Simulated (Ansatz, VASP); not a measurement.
ScRhC4N4 in VASP and in Ansatz

```
Sc Rh C N
1.0
     6.00387    0.00000    0.00000
     0.00000    6.00387    0.00000
     0.00000    0.00000    6.00387
Sc Rh C N
1 1 4 4
Direct
  0.00000 0.00000 0.00000
  0.50000 0.50000 0.50000
  0.19444 0.19444 0.19444
  0.19444 0.80556 0.80556
  0.80556 0.19444 0.80556
  0.80556 0.80556 0.19444
  0.30695 0.30695 0.30695
  0.30695 0.69305 0.69305
  0.69305 0.30695 0.69305
  0.69305 0.69305 0.30695
```

Alike in both runs: task single point; functional PBE; k mesh 4 × 4 × 4; occupations gaussian, width 0.1 eV; collinear spin.

|  | VASP | Ansatz |
| --- | --- | --- |
| version | VASP 6.6.1 | Ansatz 0.2.0 |
| potentials or method | VASP PAW PBE potentials, release 64 (Sc_sv, Rh_pv, C, N), cutoff 520 eV | scalar-relativistic, plane waves, PAW |
| valence electrons in the cell | 62 | 64 |

Ansatz gave:

- gap on the k mesh at the Fermi level (eV): none
- pressure (GPa): 7.6
- rms of the force components (eV/Å): 0.839
- net moment per atom (μB): 0.20
- size of the moment on the site where the two differ most (μB): 1.16

Estimate VASP's values.

gap on the k mesh at the Fermi level (eV): none; pressure (GPa): 7.9; rms of the force components (eV/Å): 0.767; net moment per atom (μB): 0.20; size of the moment on the site where the two differ most (μB): 1.48.

Site moments also hang on the region over which each program counts them. Atom by atom the forces differ by 0.189 eV/Å (rms over components). A gap of «none» marks a metal or a gap that the smearing closes. VASP's potentials hold 62 valence electrons a cell and Ansatz's 64, so a difference there can come from the potentials and not from the codes.

Noted on VASP's run: the standard files for N, O and F lose accuracy on very short bonds.
